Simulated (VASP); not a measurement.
# TePb (Fm-3m) in VASP: notebook

The runs below take TePb through electric field gradients, with PBE.

Everything below comes from runs of VASP 6.6.1. Logs are shortened: lines on timing, memory, paths and dates and some standing lists are left out, and cuts for length are marked.

### Step 1. The cell of the first run

It takes space group Fm-3m (No. 225, cubic). Conventional cell: a = 6.367 Å, b = 6.367 Å, c = 6.367 Å, α = 90.00°, β = 90.00°, γ = 90.00°. Te (site symmetry m-3m) has 6 Pb at 3.18 Å within 4.2 Å. Within 4.2 Å of Pb (site symmetry m-3m) lie 6 Te at 3.18 Å.

### Step 2. Electric field gradients, PBE (volume scaled by 0.96)

File INCAR:

```
SYSTEM = TePb
PREC = Accurate
ENCUT = 520
EDIFF = 1E-8
ISMEAR = -1
SIGMA = 0.08
LREAL = .False.
LASPH = .True.
NELM = 100
ALGO = Normal
ISIF = 2
LWAVE = .False.
LCHARG = .False.
GGA = PE
LEFG = .True.
NBANDS = 17
```

File KPOINTS:

```
Automatic mesh
0
Gamma
  11 11 11
  0 0 0
```

File POSCAR:

```
TePb
1.0
    0.0000000000      3.1833865456      3.1833865456
    3.1833865456      0.0000000000      3.1833865456
    3.1833865456      3.1833865456      0.0000000000
Te Pb
1 1
Direct
    0.5000000000      0.5000000000      0.5000000000
    0.0000000000      0.0000000000      0.0000000000
```

Potentials or basis: VASP PAW PBE potentials, release 64 (Te, Pb_d).

Command:

```sh
$ cat potpaw_PBE.64/Te/POTCAR potpaw_PBE.64/Pb_d/POTCAR > POTCAR
$ mpirun -np 1 vasp_std > vasp.out
```

OUTCAR:

```text
SYSTEM = TePb
   PREC = Accurate
   ENCUT = 520
   EDIFF = 1E-8
   ISMEAR = -1
   LREAL = .False.
   LASPH = .True.
   NELM = 100
   ISIF = 2
   GGA = PE

 ion  position               nearest neighbor table
   1  0.500  0.500  0.500-   2 3.18   2 3.18   2 3.18   2 3.18   2 3.18   2 3.18
   2  0.000  0.000  0.000-   1 3.18   1 3.18   1 3.18   1 3.18   1 3.18   1 3.18

  LATTYP: Found a face centered cubic cell.
 ALAT       =     6.3667730912

  Lattice vectors:

 A1 = (   0.0000000000,   3.1833865456,   3.1833865456)
 A2 = (   3.1833865456,   0.0000000000,   3.1833865456)
 A3 = (   3.1833865456,   3.1833865456,   0.0000000000)

Analysis of symmetry for initial positions (statically):
=====================================================================
 Subroutine PRICEL returns:
 Original cell was already a primitive cell.

 Routine SETGRP: Setting up the symmetry group for a
 face centered cubic supercell.

 Subroutine GETGRP returns: Found 48 space group operations
 (whereof 48 operations were pure point group operations)
 out of a pool of 48 trial point group operations.

The static configuration has the point symmetry O_h .

Analysis of symmetry for dynamics (positions and initial velocities):
=====================================================================
 Subroutine PRICEL returns:
 Original cell was already a primitive cell.

 Routine SETGRP: Setting up the symmetry group for a
 face centered cubic supercell.

 Subroutine GETGRP returns: Found 48 space group operations
 (whereof 48 operations were pure point group operations)
 out of a pool of 48 trial point group operations.

The dynamic configuration has the point symmetry O_h .

 Subroutine INISYM returns: Found 48 space group operations
 (whereof 48 operations are pure point group operations),
 and found     1 'primitive' translations

----------------------------------------------------------------------------------------

                                     Primitive cell

  volume of cell :      64.5206

  direct lattice vectors                    reciprocal lattice vectors
     0.000000000  3.183386546  3.183386546    -0.157065437  0.157065437  0.157065437
     3.183386546  0.000000000  3.183386546     0.157065437 -0.157065437  0.157065437
     3.183386546  3.183386546  0.000000000     0.157065437  0.157065437 -0.157065437

  length of vectors
     4.501988427  4.501988427  4.501988427     0.272045318  0.272045318  0.272045318

  position of ions in fractional coordinates (direct lattice)
     0.500000000  0.500000000  0.500000000
     0.000000000  0.000000000  0.000000000

  ion indices of the primitive-cell ions
   primitive index   ion index
                 1           1
                 2           2

----------------------------------------------------------------------------------------

 KPOINTS: Automatic mesh

Automatic generation of k-mesh.
 Grid dimensions read from file:
 generate k-points for:   11   11   11

 Generating k-lattice:

  Cartesian coordinates                     Fractional coordinates (reciprocal lattice)
    -0.014278676  0.014278676  0.014278676     0.090909091  0.000000000  0.000000000
     0.014278676 -0.014278676  0.014278676     0.000000000  0.090909091  0.000000000
     0.014278676  0.014278676 -0.014278676     0.000000000  0.000000000  0.090909091

  Length of vectors
     0.024731393  0.024731393  0.024731393

  Shift w.r.t. Gamma in fractional coordinates (k-lattice)
     0.000000000  0.000000000  0.000000000

 Subroutine IBZKPT returns following result:
 ===========================================

 Found     56 irreducible k-points:

 Following reciprocal coordinates:
            Coordinates               Weight
  0.000000  0.000000  0.000000      1.000000
  0.090909  0.000000  0.000000      8.000000
  0.181818  0.000000  0.000000      8.000000
  0.272727  0.000000  0.000000      8.000000
  0.363636  0.000000  0.000000      8.000000
  0.454545  0.000000  0.000000      8.000000
[... 16 lines left out ...]
 -0.272727  0.181818  0.000000     24.000000
 -0.181818  0.181818  0.000000     12.000000
 [... further k-points ...]
   k-points           NKPTS =     56   k-points in BZ     NKDIM =     56   number of bands    NBANDS=     17
   number of dos      NEDOS =    301   number of ions     NIONS =      2
   total plane-waves  NPLWV =  46656
   dimension x,y,z NGX =    36 NGY =   36 NGZ =   36
   dimension x,y,z NGXF=    72 NGYF=   72 NGZF=   72
   ions per type =               1   1
   NGX,Y,Z   is equivalent  to a cutoff of  13.29, 13.29, 13.29 a.u.
   NGXF,Y,Z  is equivalent  to a cutoff of  26.59, 26.59, 26.59 a.u.
 SYSTEM =  TePb
   PREC   = accura    normal or accurate (medium, high low for compatibility)
   ISTART =      0    job   : 0-new  1-cont  2-samecut
   ICHARG =      2    charge: 1-file 2-atom 10-const
   ISPIN  =      1    spin polarized calculation?
   LNONCOLLINEAR =      F non collinear calculations
   LSORBIT =      F    spin-orbit coupling
   LASPH  =      T    aspherical Exc in radial PAW
   ENCUT  =  520.0 eV  38.22 Ry    6.18 a.u.   8.37  8.37  8.37*2*pi/ulx,y,z
   NELM   =    100;   NELMIN=  2; NELMDL= -5     # of ELM steps
   EDIFF  = 0.1E-07   stopping-criterion for ELM
   LREAL  =      F    real-space projection
   EDIFFG = 0.1E-06   stopping-criterion for IOM
   NSW    =      0    number of steps for IOM
   IBRION =     -1    ionic relax: 0-MD 1-quasi-New 2-CG
   NFREE  =      0    steps in history (QN), initial steepest desc. (CG)
   ISIF   =      2    stress and relaxation
   ISYM   =      2    0-nonsym 1-usesym 2-fastsym
   POTIM  = 0.5000    time-step for ionic-motion
   TEBEG  =    0.0;   TEEND  =   0.0 temperature during run
   PSTRESS=    0.0 pullay stress
   NELECT =      20.0000    total number of electrons
   NUPDOWN=      -1.0000    fix difference up-down
   EMIN   =  10.00;   EMAX   =-10.00  energy-range for DOS
   EFERMI =   0.00;   METHOD = LEGACY
   ISMEAR =    -1;   SIGMA  =   0.08  broadening in eV -4-tet -1-fermi 0-gaus
   EFERMI_NEDOS =   21; number of points for ismear=-14 and -15
   IALGO  =     38    algorithm
   IMIX   =      4    mixing-type and parameters
     AMIX     =   0.40;   BMIX     =  1.00
     AMIX_MAG =   1.60;   BMIX_MAG =  1.00
  volume/ion in A,a.u.               =      32.26       217.70
  Fermi-wavevector in a.u.,A,eV,Ry     =   1.107946  2.093715 16.701770  1.227545
  Thomas-Fermi vector in A             =   2.244467
   LORBIT       =      0    0 simple, 1 ext, 2 COOP (PROOUT), +10 PAW based schemes
   GGA     = PE    functional components
   LHFCALC =     F    Hartree Fock is set to
   AEXX    =    0.0000 exact exchange contribution
   IVDW    =     0    specifies the selected vdW correction
   LEPSILON=     F    determine dielectric tensor
   LRPA    =     F    only Hartree local field effects (RPA)
 non-spin polarized calculation
  energy-cutoff  :      520.00
  volume of cell :       64.52
 maximum number of plane-waves:      1807
 NGX is ok and might be reduce to    36
   NGX = 17   NGY = 17   NGZ = 17

 number of electron      19.9999999 magnetization

 Free energy of the ion-electron system (eV)
  ---------------------------------------------------
  ext. energy  EPLUGINS =         0.00000000
  ---------------------------------------------------
  free energy    TOTEN  =        -7.44184838 eV

  energy without entropy =       -7.44168410  energy(sigma->0) =       -7.44176624

 E-fermi :   6.5818     XC(G=0):  -9.5024

 val. band max:        6.1758665766   @ k =   0.4545   0.0000   0.0000
 cond. band min:       6.9472042085   @ k =   0.4545   0.0000   0.0000
 fundamental gap:      0.7713376320
 Fermi energy:         6.5818150147

 k-point     1 :       0.0000    0.0000    0.0000
  band No.  band energies     occupation
      1     -10.5862      2.00000
      2     -10.5862      2.00000
      3     -10.5734      2.00000
      4     -10.5734      2.00000
      5     -10.5734      2.00000
      6      -6.1860      2.00000
[... 9 lines left out ...]
     16      11.9043      0.00000
     17      13.4114      0.00000

 k-point     2 :       0.0909    0.0000    0.0000
  band No.  band energies     occupation
      1     -10.5873      2.00000
      2     -10.5873      2.00000
      3     -10.5731      2.00000
      4     -10.5720      2.00000
      5     -10.5720      2.00000
      6      -6.1103      2.00000
[... 9 lines left out ...]
     16      12.0711      0.00000
     17      14.0861      0.00000
[... 421 lines left out ...]
 k-point    24 :      -0.1818    0.1818    0.0000
  band No.  band energies     occupation
      1     -10.5990      2.00000
      2     -10.5971      2.00000
      3     -10.5707      2.00000
      4     -10.5637      2.00000
      5     -10.5594      2.00000
      6      -5.4142      2.00000
[... 9 lines left out ...]
     16      14.7651      0.00000
     17      14.9472      0.00000

 [... further k-points ...]
[... 5 lines left out ...]
  --------------------------------------------------------------------------------------
  -------------------------------------------------------------------------------------
  Total        1.7841786      1.7841786      1.7841786     -0.0000000     -0.0000000      0.0000000
  in kB       44.3048009     44.3048009     44.3048009     -0.0000000     -0.0000000      0.0000000
  external PRESSURE =      44.3048009 kB  Pullay stress =       0.0000000 kB

 VOLUME and BASIS-vectors are now :
 -----------------------------------------------------------------------------
  energy-cutoff  :      520.00
  volume of cell :       64.52
      direct lattice vectors                 reciprocal lattice vectors
     0.000000000  3.183386546  3.183386546    -0.157065437  0.157065437  0.157065437
     3.183386546  0.000000000  3.183386546     0.157065437 -0.157065437  0.157065437
     3.183386546  3.183386546  0.000000000     0.157065437  0.157065437 -0.157065437

 POSITION                                       TOTAL-FORCE (eV/Angst)
 -----------------------------------------------------------------------------------
      3.18339      3.18339      3.18339        -0.000000      0.000000      0.000000
      0.00000      0.00000      0.00000         0.000000     -0.000000     -0.000000
 -----------------------------------------------------------------------------------
    total drift:                               -0.000000      0.000000      0.000000

  FREE ENERGIE OF THE ION-ELECTRON SYSTEM (eV)
  ---------------------------------------------------
  free  energy   TOTEN  =        -7.4418483821 eV

  energy  without entropy=       -7.4416840973  energy(sigma->0) =       -7.44176624

 Electric field gradients (V/A^2)
---------------------------------------------------------------------
 ion       V_xx      V_yy      V_zz      V_xy      V_xz      V_yz
---------------------------------------------------------------------
   1      -0.000    -0.000    -0.000    -0.000    -0.000    -0.000
   2      -0.000    -0.000     0.000     0.001     0.001     0.001
---------------------------------------------------------------------

 Electric field gradients after diagonalization (V/A^2)
 (convention: |V_zz| > |V_xx| > |V_yy|)
----------------------------------------------------------------------
 ion       V_xx      V_yy      V_zz     asymmetry (V_yy - V_xx)/ V_zz
----------------------------------------------------------------------
   1       0.000     0.000    -0.000       0.000
   2      -0.001    -0.001     0.002       0.000
----------------------------------------------------------------------

           NMR quadrupolar parameters

 Cq : quadrupolar parameter    Cq=e*Q*V_zz/h
 eta: asymmetry parameters     (V_yy - V_xx)/ V_zz
 Q  : nuclear electric quadrupole moment in mb (millibarn)
----------------------------------------------------------------------
 ion       Cq(MHz)       eta       Q (mb)
----------------------------------------------------------------------
   1      -0.000       0.000       1.000
   2       0.000       0.000       1.000
----------------------------------------------------------------------
```

It took 87 s on 1 thread of Intel Xeon Platinum 8259CL at 2.50GHz (Skylake/Cascade Lake), shared host; peak memory 0.23 GiB.

Results:

| Property | Result |
| --- | --- |
| Free energy | -7.4418 eV |
| Pressure | 4.4 GPa |

Levels at points of the mesh, in eV from the Fermi level:
```
           k point  band 8  band 9  band 10  band 11  band 12  band 13
(0.00, 0.00, 0.00)   -1.89   -1.89    -1.89     3.76     3.76     3.76
```

Caveat: this odd mesh misses L, where the gap lies, so gap, dielectric constants and Born charges aren't listed; without QUAD_EFG the Cq values of the log hold for a quadrupole moment of 1 mb, not for the nuclei; spin-orbit coupling is left out, which moves the levels of the heavy elements.

(Continued in part 2 of 3.)
